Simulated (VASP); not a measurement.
**Sr2SnN2: single point with PBE**

Crystal: Sr2SnN2.

```xyz
5
Lattice="-1.9895 1.9895 7.1167 1.9895 -1.9895 7.1167 1.9895 1.9895 -7.1167" Properties=species:S:1:pos:R:3 pbc="T T T"
Sr    0.0000    0.0000    2.2793
Sr    0.0000    0.0000   11.9541
Sn    0.0000    0.0000    7.1167
N     0.0000    0.0000    9.2869
N     0.0000    0.0000    4.9466
```

```yaml
Program: VASP 6.6.1
Task: single point
Functional: PBE
Potentials_or_basis: VASP PAW PBE potentials, release 64 (Sr_sv, Sn_d, N)
Cutoff: 520 eV
k_mesh: 8 × 8 × 8
Occupations: fermi-dirac, width 0.01 eV
Spin: no spin polarisation
```

```json
{
 "Pressure": "-5.9 GPa",
 "Largest force": "0.365 eV/Å",
 "Band gap on the k mesh": "zero (bands 22 and 23 overlap by 0.09 eV)"
}
```

Forces in eV/Å, atoms in the order of the input:
```
Sr   0.000  0.000  0.061
Sr   0.000  0.000 -0.061
Sn   0.000  0.000  0.000
N    0.000  0.000 -0.365
N    0.000  0.000  0.365
```

Stress tensor (GPa, compression positive):
```
-4.90  0.00  0.00
 0.00 -4.90  0.00
 0.00  0.00 -7.80
```

Levels at points of the mesh, in eV from the Fermi level:
```
           k point  band 20  band 21  band 22  band 23  band 24  band 25
(0.00, 0.00, 0.00)    -1.32    -0.94    -0.94     1.86     2.69     2.69
(0.50, 0.00, 0.00)    -2.02    -1.67    -0.83     0.18     3.64     4.07
(0.50, 0.50, 0.00)    -1.59    -1.37    -0.50     0.46     0.65     2.28
(0.50, 0.50, 0.50)    -0.88    -0.88     0.03     1.63     1.99     1.99
```

Run time: 17 min on 1 thread of Intel Xeon 8259CL, with other jobs on the host, peak memory 0.58 GiB.

Caveat: the cell stands under tension; spin-orbit coupling is left out, which moves the levels of the heavy elements.
